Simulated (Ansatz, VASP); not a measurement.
Given: the input of a run of VASP 6.6.1 on Ba.

File INCAR:

```
SYSTEM = Ba
PREC = Accurate
ENCUT = 520
EDIFF = 1E-6
ISMEAR = -1
SIGMA = 0.05
LREAL = .FALSE.
LASPH = .TRUE.
NELM = 60
ALGO = Fast
ISIF = 2
LWAVE = .FALSE.
LCHARG = .TRUE.
GGA = PE
LELF = .TRUE.
LVHAR = .TRUE.
NBANDS = 11
```

KPOINTS

```
regular mesh
0
G
  8 8 8
  0 0 0
```

Contents of POSCAR:

```
Ba
1.0
   -2.5276323800      2.4852074400      2.6110038600
    2.4244030600     -2.5077405700      2.5303076800
    2.4844848800      2.4645930800     -2.6335370000
Ba
1
Direct
    0.0000000000      0.0000000000      0.0000000000
```

Potentials or basis: VASP PAW PBE potentials, release 64 (Ba_sv).

Launch:

```console
$ cat potpaw_PBE.64/Ba_sv/POTCAR > POTCAR
$ mpirun -np 1 vasp_std > vasp.out
```

**Question.** Set up the same calculation for Ansatz 0.2.0. Potentials there: all-electron LAPW, scalar-relativistic.

**Answer.** As run (the cutoff follows the program's own potentials):

File input.yaml:

```yaml
crystal:
  lattice:
    - [-2.52763238, 2.48520744, 2.61100386]
    - [2.42440306, -2.50774057, 2.53030768]
    - [2.48448488, 2.46459308, -2.633537]
  atoms:
    - { symbol: Ba, position: [0.0, 0.0, 0.0] }
kpoints:
  mp_grid: { grid: [8, 8, 8] }
scf:
  occupations: { method: fermi_dirac, width: 0.05 }
hamiltonian:
  xc: pbe
  pseudopotentials: { kind: all_electron, lapw: { basis_error: 0.001 } }
output:
  forces: true
  stress: true
  eigenvalues: true
  populations: true
```

Potentials or basis: all-electron LAPW, scalar-relativistic.

Command:

```sh
$ ansatz run input.yaml --threads 1 --pin off --max-ram 3072MiB --backend cpu --events-out ev --progress --plain --runs-dir out
```

Both were run:

|  | VASP | Ansatz | Ansatz less VASP |
| --- | --- | --- | --- |
| gap on the k mesh at the Fermi level (eV) | none | none | - |
| pressure (GPa) | 0.1 | 0.1 | -0.05 |
| traceless stress, the component that is largest in VASP (GPa) | 0.47 | 0.47 | -0.003 |

A gap of «none» marks a metal or a gap that the smearing closes. Ansatz ran all-electron here, and VASP with PAW potentials.

Neither program's run includes spin-orbit coupling.
